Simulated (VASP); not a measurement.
# MnO (Manganosite) (Fm-3m) in VASP: a series of runs

MnO (Manganosite) is run at these levels: PBE; tasks: single point.

Everything below comes from runs of VASP 6.6.1. Logs are shortened: lines on timing, memory, paths and dates and some standing lists are left out, and cuts for length are marked.

**1. The cell of the first run**

It takes space group Fm-3m (No. 225, cubic). The conventional cell has a = 4.047 Å, b = 4.047 Å, c = 4.047 Å, α = 90.00°, β = 90.00°, γ = 90.00°. Within 2.7 Å of Mn (site symmetry m-3m) lie 6 O at 2.02 Å. Within 2.7 Å of O (site symmetry m-3m) lie 6 Mn at 2.02 Å.

**2. Single point, PBE (volume scaled by 0.960)**

File INCAR:

```
PREC = Accurate
ENCUT = 520
EDIFF = 1E-6
ISMEAR = 0
SIGMA = 0.05
LREAL = F
LASPH = T
NELM = 100
ALGO = Normal
ISIF = 2
LWAVE = F
LCHARG = F
GGA = PE
NBANDS = 16
```

File KPOINTS:

```
regular mesh
0
Gamma
  14 14 14
```

File POSCAR:

```
MnO
1.0
    0.0000000000      2.0233794126      2.0233794126
    2.0233794126      0.0000000000      2.0233794126
    2.0233794126      2.0233794126      0.0000000000
Mn O
1 1
Direct
    0.0000000000      0.0000000000      0.0000000000
    0.5000000000      0.5000000000      0.5000000000
```

Potentials or basis: VASP PAW PBE potentials, release 64 (Mn_pv, O).

Launch:

```sh
cat potpaw_PBE.64/Mn_pv/POTCAR potpaw_PBE.64/O/POTCAR > POTCAR
mpirun -np 1 vasp_std > vasp.out
```

OUTCAR:

```text
PREC = Accurate
   ENCUT = 520
   EDIFF = 1E-6
   ISMEAR = 0
   LREAL = F
   LASPH = T
   NELM = 100
   ISIF = 2
   GGA = PE

 ion  position               nearest neighbor table
   1  0.000  0.000  0.000-   2 2.02   2 2.02   2 2.02   2 2.02   2 2.02   2 2.02
   2  0.500  0.500  0.500-   1 2.02   1 2.02   1 2.02   1 2.02   1 2.02   1 2.02

  LATTYP: Found a face centered cubic cell.
 ALAT       =     4.0467588252

  Lattice vectors:

 A1 = (   0.0000000000,   2.0233794126,   2.0233794126)
 A2 = (   2.0233794126,   0.0000000000,   2.0233794126)
 A3 = (   2.0233794126,   2.0233794126,   0.0000000000)

Analysis of symmetry for initial positions (statically):
=====================================================================
 Subroutine PRICEL returns:
 Original cell was already a primitive cell.

 Routine SETGRP: Setting up the symmetry group for a
 face centered cubic supercell.

 Subroutine GETGRP returns: Found 48 space group operations
 (whereof 48 operations were pure point group operations)
 out of a pool of 48 trial point group operations.

The static configuration has the point symmetry O_h .

Analysis of symmetry for dynamics (positions and initial velocities):
=====================================================================
 Subroutine PRICEL returns:
 Original cell was already a primitive cell.

 Routine SETGRP: Setting up the symmetry group for a
 face centered cubic supercell.

 Subroutine GETGRP returns: Found 48 space group operations
 (whereof 48 operations were pure point group operations)
 out of a pool of 48 trial point group operations.

The dynamic configuration has the point symmetry O_h .

 Subroutine INISYM returns: Found 48 space group operations
 (whereof 48 operations are pure point group operations),
 and found     1 'primitive' translations

----------------------------------------------------------------------------------------

                                     Primitive cell

  volume of cell :      16.5677

  direct lattice vectors                    reciprocal lattice vectors
     0.000000000  2.023379413  2.023379413    -0.247111341  0.247111341  0.247111341
     2.023379413  0.000000000  2.023379413     0.247111341 -0.247111341  0.247111341
     2.023379413  2.023379413  0.000000000     0.247111341  0.247111341 -0.247111341

  length of vectors
     2.861490607  2.861490607  2.861490607     0.428009398  0.428009398  0.428009398

  position of ions in fractional coordinates (direct lattice)
     0.000000000  0.000000000  0.000000000
     0.500000000  0.500000000  0.500000000

  ion indices of the primitive-cell ions
   primitive index   ion index
                 1           1
                 2           2

----------------------------------------------------------------------------------------

 KPOINTS: regular mesh

Automatic generation of k-mesh.
 Grid dimensions read from file:
 generate k-points for:   14   14   14

 Generating k-lattice:

  Cartesian coordinates                     Fractional coordinates (reciprocal lattice)
    -0.017650810  0.017650810  0.017650810     0.071428571  0.000000000  0.000000000
     0.017650810 -0.017650810  0.017650810     0.000000000  0.071428571  0.000000000
     0.017650810  0.017650810 -0.017650810     0.000000000  0.000000000  0.071428571

  Length of vectors
     0.030572100  0.030572100  0.030572100

  Shift w.r.t. Gamma in fractional coordinates (k-lattice)
     0.000000000  0.000000000  0.000000000

 Subroutine IBZKPT returns following result:
 ===========================================

 Found    104 irreducible k-points:

 Following reciprocal coordinates:
            Coordinates               Weight
  0.000000  0.000000  0.000000      1.000000
  0.071429  0.000000  0.000000      8.000000
  0.142857  0.000000  0.000000      8.000000
  0.214286  0.000000  0.000000      8.000000
  0.285714  0.000000  0.000000      8.000000
  0.357143  0.000000  0.000000      8.000000
[... 16 lines left out ...]
  0.214286  0.142857  0.000000     24.000000
  0.285714  0.142857  0.000000     24.000000
 [... further k-points ...]
   k-points           NKPTS =    104   k-points in BZ     NKDIM =    104   number of bands    NBANDS=     16
   number of dos      NEDOS =    301   number of ions     NIONS =      2
   total plane-waves  NPLWV =  13824
   dimension x,y,z NGX =    24 NGY =   24 NGZ =   24
   dimension x,y,z NGXF=    48 NGYF=   48 NGZF=   48
   ions per type =               1   1
   NGX,Y,Z   is equivalent  to a cutoff of  13.94, 13.94, 13.94 a.u.
   NGXF,Y,Z  is equivalent  to a cutoff of  27.89, 27.89, 27.89 a.u.
 SYSTEM =  unknown system
   PREC   = accura    normal or accurate (medium, high low for compatibility)
   ISTART =      0    job   : 0-new  1-cont  2-samecut
   ICHARG =      2    charge: 1-file 2-atom 10-const
   ISPIN  =      1    spin polarized calculation?
   LNONCOLLINEAR =      F non collinear calculations
   LSORBIT =      F    spin-orbit coupling
   LASPH  =      T    aspherical Exc in radial PAW
   ENCUT  =  520.0 eV  38.22 Ry    6.18 a.u.   5.32  5.32  5.32*2*pi/ulx,y,z
   NELM   =    100;   NELMIN=  2; NELMDL= -5     # of ELM steps
   EDIFF  = 0.1E-05   stopping-criterion for ELM
   LREAL  =      F    real-space projection
   EDIFFG = 0.1E-04   stopping-criterion for IOM
   NSW    =      0    number of steps for IOM
   IBRION =     -1    ionic relax: 0-MD 1-quasi-New 2-CG
   NFREE  =      0    steps in history (QN), initial steepest desc. (CG)
   ISIF   =      2    stress and relaxation
   ISYM   =      2    0-nonsym 1-usesym 2-fastsym
   POTIM  = 0.5000    time-step for ionic-motion
   TEBEG  =    0.0;   TEEND  =   0.0 temperature during run
   PSTRESS=    0.0 pullay stress
   NELECT =      19.0000    total number of electrons
   NUPDOWN=      -1.0000    fix difference up-down
   EMIN   =  10.00;   EMAX   =-10.00  energy-range for DOS
   EFERMI =   0.00;   METHOD = LEGACY
   ISMEAR =     0;   SIGMA  =   0.05  broadening in eV -4-tet -1-fermi 0-gaus
   EFERMI_NEDOS =   21; number of points for ismear=-14 and -15
   IALGO  =     38    algorithm
   IMIX   =      4    mixing-type and parameters
     AMIX     =   0.40;   BMIX     =  1.00
     AMIX_MAG =   1.60;   BMIX_MAG =  1.00
  volume/ion in A,a.u.               =       8.28        55.90
  Fermi-wavevector in a.u.,A,eV,Ry     =   1.713584  3.238204 39.951736  2.936370
  Thomas-Fermi vector in A             =   2.791300
   LORBIT       =      0    0 simple, 1 ext, 2 COOP (PROOUT), +10 PAW based schemes
   GGA     = PE    functional components
   LHFCALC =     F    Hartree Fock is set to
   AEXX    =    0.0000 exact exchange contribution
   IVDW    =     0    specifies the selected vdW correction
   LEPSILON=     F    determine dielectric tensor
   LRPA    =     F    only Hartree local field effects (RPA)
 non-spin polarized calculation
 Gauss-broadening in eV      SIGMA  =   0.05
  energy-cutoff  :      520.00
  volume of cell :       16.57
 maximum number of plane-waves:       459
 NGX is ok and might be reduce to    24
   NGX = 11   NGY = 11   NGZ = 11

 number of electron      18.9999989 magnetization

 Free energy of the ion-electron system (eV)
  ---------------------------------------------------
  ext. energy  EPLUGINS =         0.00000000
  ---------------------------------------------------
  free energy    TOTEN  =       -14.81886061 eV

  energy without entropy =      -14.81216707  energy(sigma->0) =      -14.81551384

 E-fermi :  10.9554     XC(G=0): -13.6780

 val. band max:       10.9541506686   @ k =   0.4286   0.1429   0.0000
 cond. band min:      10.9654250425   @ k =  -0.4286   0.1429   0.0714
 fundamental gap:      0.0112743739
 Fermi energy:        10.9553654185

 k-point     1 :       0.0000    0.0000    0.0000
  band No.  band energies     occupation
      1     -37.3468      2.00000
      2     -37.3468      2.00000
      3     -37.3468      2.00000
      4     -11.7174      2.00000
      5       5.9839      2.00000
      6       5.9839      2.00000
[... 8 lines left out ...]
     15      30.9538      0.00000
     16      30.9538      0.00000

 k-point     2 :       0.0714    0.0000    0.0000
  band No.  band energies     occupation
      1     -37.3583      2.00000
      2     -37.3480      2.00000
      3     -37.3480      2.00000
      4     -11.6461      2.00000
      5       5.5807      2.00000
      6       5.7667      2.00000
[... 8 lines left out ...]
     15      30.8287      0.00000
     16      30.8287      0.00000

 k-point     3 :       0.1429    0.0000    0.0000
  band No.  band energies     occupation
      1     -37.3905      2.00000
      2     -37.3514      2.00000
      3     -37.3514      2.00000
      4     -11.4425      2.00000
      5       4.6352      2.00000
      6       5.2662      2.00000
[... 8 lines left out ...]
     15      30.3235      0.00000
     16      30.3235      0.00000

 k-point     4 :       0.2143    0.0000    0.0000
  band No.  band energies     occupation
      1     -37.4367      2.00000
      2     -37.3563      2.00000
      3     -37.3563      2.00000
      4     -11.1343      2.00000
      5       3.5126      2.00000
      6       4.7002      2.00000
[... 8 lines left out ...]
     15      29.3178      0.00000
     16      29.3178      0.00000
[... 324 lines left out ...]
 k-point    22 :       0.1429    0.1429    0.0000
  band No.  band energies     occupation
      1     -37.3874      2.00000
      2     -37.3615      2.00000
      3     -37.3615      2.00000
      4     -11.3711      2.00000
      5       4.0236      2.00000
      6       5.4853      2.00000
[... 8 lines left out ...]
     15      29.5729      0.00000
     16      29.5729      0.00000

 k-point    23 :       0.2143    0.1429    0.0000
  band No.  band energies     occupation
      1     -37.4169      2.00000
      2     -37.3686      2.00000
      3     -37.3661      2.00000
      4     -11.1656      2.00000
      5       3.3762      2.00000
      6       5.0990      2.00000
[... 8 lines left out ...]
     15      28.6553      0.00000
     16      29.0422      0.00000

 k-point    24 :       0.2857    0.1429    0.0000
  band No.  band energies     occupation
      1     -37.4582      2.00000
      2     -37.3752      2.00000
      3     -37.3715      2.00000
      4     -10.8831      2.00000
      5       2.7122      2.00000
      6       4.4813      2.00000
[... 8 lines left out ...]
     15      27.2657      0.00000
     16      28.3544      0.00000

 [... further k-points ...]
[... 5 lines left out ...]
  --------------------------------------------------------------------------------------
  -------------------------------------------------------------------------------------
  Total        1.2624346      1.2624346      1.2624346      0.0000000     -0.0000000     -0.0000000
  in kB      122.0836469    122.0836469    122.0836469      0.0000000     -0.0000000     -0.0000000
  external PRESSURE =     122.0836469 kB  Pullay stress =       0.0000000 kB

 VOLUME and BASIS-vectors are now :
 -----------------------------------------------------------------------------
  energy-cutoff  :      520.00
  volume of cell :       16.57
      direct lattice vectors                 reciprocal lattice vectors
     0.000000000  2.023379413  2.023379413    -0.247111341  0.247111341  0.247111341
     2.023379413  0.000000000  2.023379413     0.247111341 -0.247111341  0.247111341
     2.023379413  2.023379413  0.000000000     0.247111341  0.247111341 -0.247111341

 POSITION                                       TOTAL-FORCE (eV/Angst)
 -----------------------------------------------------------------------------------
      0.00000      0.00000      0.00000        -0.000000     -0.000000     -0.000000
      2.02338      2.02338      2.02338         0.000000      0.000000      0.000000
 -----------------------------------------------------------------------------------
    total drift:                                0.000000     -0.000000     -0.000000

  FREE ENERGIE OF THE ION-ELECTRON SYSTEM (eV)
  ---------------------------------------------------
  free  energy   TOTEN  =       -14.8188606111 eV

  energy  without entropy=      -14.8121670711  energy(sigma->0) =      -14.81551384
```

It took 25 s on 1 thread of Intel Xeon 8259CL, shared host; peak memory 0.15 GiB.

Results:

| Property | Result |
| --- | --- |
| Free energy | -14.8189 eV |
| Pressure | 12.2 GPa |

Levels at points of the mesh, in eV from the Fermi level:
```csv
k point,band 6,band 7,band 8,band 9,band 10,band 11,band 12,band 13,band 14,band 15
"(0.00, 0.00, 0.00)",-4.97,-4.97,-1.86,-1.86,-1.86,-1.01,-1.01,1.96,15.61,20.00
"(0.50, 0.00, 0.00)",-7.49,-7.49,-0.24,-0.24,0.05,2.59,2.59,5.07,11.29,14.96
"(0.50, 0.50, 0.00)",-6.17,-6.17,-3.76,-0.24,0.30,0.30,0.66,8.61,10.18,13.49
```

Caveat: an odd number of electrons without spin polarisation forces a metal; a magnetic or distorted state may lie lower; the run has no spin polarisation, though such a crystal can be magnetic; semilocal functionals often make such compounds metallic where correlation or magnetic order opens a gap, which also shifts bond lengths. Spin polarisation is off, so any magnetic state and its effect on volume and gap are missing.

**3. Single point, PBE (volume scaled by 0.980)**

File INCAR:

```
SYSTEM = MnO
PREC = Accurate
ENCUT = 520
EDIFF = 1E-6
ISMEAR = 0
SIGMA = 0.05
LREAL = .False.
LASPH = .True.
NELM = 100
ALGO = Normal
ISIF = 2
LWAVE = .False.
LCHARG = .False.
GGA = PE
NBANDS = 16
```

File KPOINTS:

```
Automatic mesh
0
Gamma
  14 14 14
  0 0 0
```

File POSCAR:

```
MnO
1.0
    0.0000000000      2.0373341943      2.0373341943
    2.0373341943      0.0000000000      2.0373341943
    2.0373341943      2.0373341943      0.0000000000
Mn O
1 1
Direct
    0.0000000000      0.0000000000      0.0000000000
    0.5000000000      0.5000000000      0.5000000000
```

Potentials or basis: VASP PAW PBE potentials, release 64 (Mn_pv, O).

Launch:

```sh
cat potpaw_PBE.64/Mn_pv/POTCAR potpaw_PBE.64/O/POTCAR > POTCAR
mpirun -np 1 vasp_std > vasp.out
```

Wall time 27 s (1 thread of Intel Xeon 8259CL, shared host); peak memory 0.16 GiB.

Results (log left out):

```yaml
Free_energy: -14.8393 eV
Pressure: 6.2 GPa
```

Levels at points of the mesh, in eV from the Fermi level:
```csv
k point,band 7,band 8,band 9,band 10,band 11,band 12,band 13,band 14
"(0.00, 0.00, 0.00)",-4.88,-1.80,-1.80,-1.80,-0.97,-0.97,1.81,15.56
"(0.50, 0.00, 0.00)",-7.32,-0.23,-0.23,0.05,2.52,2.52,5.01,11.07
"(0.50, 0.50, 0.00)",-6.06,-3.63,-0.23,0.29,0.29,0.61,8.41,10.04
```

Caveat: an odd number of electrons without spin polarisation forces a metal; a magnetic or distorted state may lie lower; the run has no spin polarisation, though such a crystal can be magnetic; semilocal functionals often make such compounds metallic where correlation or magnetic order opens a gap, which also shifts bond lengths.

**4. Single point, PBE (volume scaled by 1.020)**

File INCAR:

```
SYSTEM = MnO
  ALGO = Normal
  EDIFF = 1E-7
  ENCUT = 520
  GGA = PE
  ISIF = 2
  ISMEAR = 0
  LASPH = .TRUE.
  LCHARG = .TRUE.
  LELF = .TRUE.
  LREAL = .FALSE.
  LVHAR = .TRUE.
  LWAVE = .FALSE.
  NBANDS = 16
  NELM = 100
  PREC = Accurate
  SIGMA = 0.05
```

File KPOINTS:

```
k-points
0
G
  14 14 14
  0 0 0
```

File POSCAR:

```
MnO
1.0
    0.0000000000      2.0646842256      2.0646842256
    2.0646842256      0.0000000000      2.0646842256
    2.0646842256      2.0646842256      0.0000000000
Mn O
1 1
Direct
    0.0000000000      0.0000000000      0.0000000000
    0.5000000000      0.5000000000      0.5000000000
```

Launch:

```sh
cat potpaw_PBE.64/Mn_pv/POTCAR potpaw_PBE.64/O/POTCAR > POTCAR
mpirun -np 1 vasp_std > vasp.out
```

Run time: 33 s. Hardware: 1 thread of Intel Xeon 8259CL, shared host; peak memory 0.16 GiB.

The run converged. Its results:

| Quantity | Value |
| --- | --- |
| Free energy | -14.8449 eV |
| Pressure | -3.8 GPa |

Levels at points of the mesh, in eV from the Fermi level:
```
           k point  band 8  band 9  band 10  band 11  band 12  band 13
(0.00, 0.00, 0.00)   -1.68   -1.68    -1.68    -0.90    -0.90     1.55
(0.50, 0.00, 0.00)   -0.21   -0.21     0.04     2.38     2.38     4.91
(0.50, 0.50, 0.00)   -3.40   -0.20     0.27     0.27     0.52     8.04
```

Caveat: an odd number of electrons without spin polarisation forces a metal; a magnetic or distorted state may lie lower; the run has no spin polarisation, though such a crystal can be magnetic; semilocal functionals often make such compounds metallic where correlation or magnetic order opens a gap, which also shifts bond lengths. Spin polarisation is off, so any magnetic state and its effect on volume and gap are missing.

**5. Single point, PBE (volume scaled by 1.040)**

File INCAR:

```
PREC     = Accurate       # precision mode
ENCUT    = 520            # plane-wave cutoff, eV
EDIFF    = 1E-7           # SCF threshold, eV
ISMEAR   = 0              # smearing method
SIGMA    = 0.05           # smearing width, eV
LREAL    = False          # projectors in reciprocal space
LASPH    = True           # aspherical terms in the spheres
NELM     = 60             # most SCF steps
ALGO     = Normal         # electronic algorithm
ISIF     = 2              # what is computed and relaxed
LWAVE    = False          # write WAVECAR
LCHARG   = False          # write CHGCAR
GGA      = PE             # functional
NBANDS   = 16             # bands
```

File KPOINTS:

```
Automatic mesh
0
Gamma
  14 14 14
```

File POSCAR:

```
MnO
1.0
    0.0000000000      2.0780916417      2.0780916417
    2.0780916417      0.0000000000      2.0780916417
    2.0780916417      2.0780916417      0.0000000000
Mn O
1 1
Direct
    0.0000000000      0.0000000000      0.0000000000
    0.5000000000      0.5000000000      0.5000000000
```

Launch:

```sh
cat potpaw_PBE.64/Mn_pv/POTCAR potpaw_PBE.64/O/POTCAR > POTCAR
mpirun -np 1 vasp_std > vasp.out
```

It took 36 s on 1 thread of Intel Xeon 8259CL, shared host; peak memory 0.16 GiB.

Results (log left out):

```yaml
Free_energy: -14.8326 eV
Pressure: -8.1 GPa
```

Levels at points of the mesh, in eV from the Fermi level:
| k point | band 8 | band 9 | band 10 | band 11 | band 12 | band 13 |
| --- | --- | --- | --- | --- | --- | --- |
| (0.00, 0.00, 0.00) | -1.62 | -1.62 | -1.62 | -0.87 | -0.87 | 1.42 |
| (0.50, 0.00, 0.00) | -0.21 | -0.21 | 0.04 | 2.31 | 2.31 | 4.86 |
| (0.50, 0.50, 0.00) | -3.29 | -0.19 | 0.26 | 0.26 | 0.48 | 7.87 |

Caveat: an odd number of electrons without spin polarisation forces a metal; a magnetic or distorted state may lie lower; the run has no spin polarisation, though such a crystal can be magnetic; semilocal functionals often make such compounds metallic where correlation or magnetic order opens a gap, which also shifts bond lengths.

**6. Summary**

| cell | gap on the mesh (eV) | pressure (GPa) |
| --- | --- | --- |
| a = 2.861 Å, angles 60.0°, 2 atoms | none | 12.2 |
| a = 2.881 Å, angles 60.0°, 2 atoms | none | 6.2 |
| a = 2.920 Å, angles 60.0°, 2 atoms | none | -3.8 |
| a = 2.939 Å, angles 60.0°, 2 atoms | none | -8.1 |

Alike in all rows: task single point; level PBE; potentials or basis VASP PAW PBE potentials, release 64 (Mn_pv, O); no spin polarisation; k mesh 14 × 14 × 14; cutoff (eV) 520; smearing gaussian 0.05 eV.

Caveats: an odd number of electrons without spin polarisation forces a metal; a magnetic or distorted state may lie lower; the run has no spin polarisation, though such a crystal can be magnetic; semilocal functionals often make such compounds metallic where correlation or magnetic order opens a gap, which also shifts bond lengths.

Absolute energies hang on the potentials; compare differences alone.
